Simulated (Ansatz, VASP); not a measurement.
# Two plane-wave programs on SnTe

```
Sn Te
1.0
     0.00000    3.07759    3.23541
     3.07759    0.00000    3.23541
     3.07759    3.07759    0.00000
Sn Te
1 1
Direct
  0.00000 0.00000 0.00000
  0.50000 0.50000 0.50000
```

Change from the starting cell: strain -0.025 along x and y, +0.025 along z, atoms carried along.

Alike in both runs: task single point; functional PBE; k mesh 10 × 10 × 10; occupations gaussian, width 0.03 eV; no spin polarisation.

|  | VASP | Ansatz |
| --- | --- | --- |
| version | VASP 6.6.1 | Ansatz 0.2.0 |
| potentials or method | VASP PAW PBE potentials, release 64 (Sn_d, Te), cutoff 520 eV | scalar-relativistic, plane waves, PAW |
| valence electrons in the cell | 20 | 30 |

Ansatz gave:

| Property | Result |
| --- | --- |
| gap on the k mesh at the Fermi level (eV) | 0.21 |
| least direct gap on the mesh (eV) | 0.32 |
| pressure (GPa) | 3.7 |
| traceless stress, the component that is largest in VASP (GPa) | -4.51 |

**Question.** Which values does VASP return?

**Answer.** gap on the k mesh at the Fermi level (eV): 0.21; least direct gap on the mesh (eV): 0.32; pressure (GPa): 3.7; traceless stress, the component that is largest in VASP (GPa): -4.52.

VASP's potentials hold 20 valence electrons a cell and Ansatz's 30, so a difference there can come from the potentials and not from the codes.

Neither program's run includes spin-orbit coupling.
